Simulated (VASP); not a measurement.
**Zn: single point with LDA**

The system is Zn.

```
Zn
1.0
    -1.58968    1.58968    1.58968
     1.58968   -1.58968    1.58968
     1.58968    1.58968   -1.58968
Zn
1
Direct
  0.00000 0.00000 0.00000
```

- Program: VASP 6.6.1
- Task: single point
- Functional: LDA
- Potentials or basis: VASP PAW LDA potentials, release 64 (Zn)
- Cutoff: 520 eV
- k mesh: 12 × 12 × 12
- Occupations: fermi-dirac, width 0.05 eV
- Spin: no spin polarisation

```
Pressure               : -9.4 GPa
Band gap on the k mesh : zero (band 6 reaches 6.64 eV, above the bottom of band 7 at 1.45 eV)
```

Levels at points of the mesh, in eV from the Fermi level:
```csv
k point,band 3,band 4,band 5,band 6,band 7,band 8,band 9,band 10
"(0.00, 0.00, 0.00)",-7.66,-7.66,-7.19,-7.19,18.16,18.16,18.16,20.57
"(0.50, 0.00, 0.00)",-7.21,-7.16,-6.88,-2.39,-1.06,10.88,12.44,15.08
"(0.50, 0.50, 0.50)",-6.95,-6.95,-6.95,4.13,4.13,4.13,6.88,8.59
```

Wall time 8.6 s on 1 thread of AMD EPYC 7R43 64-Core Processor (Zen 3), with other jobs on the host, peak memory 0.09 GiB.
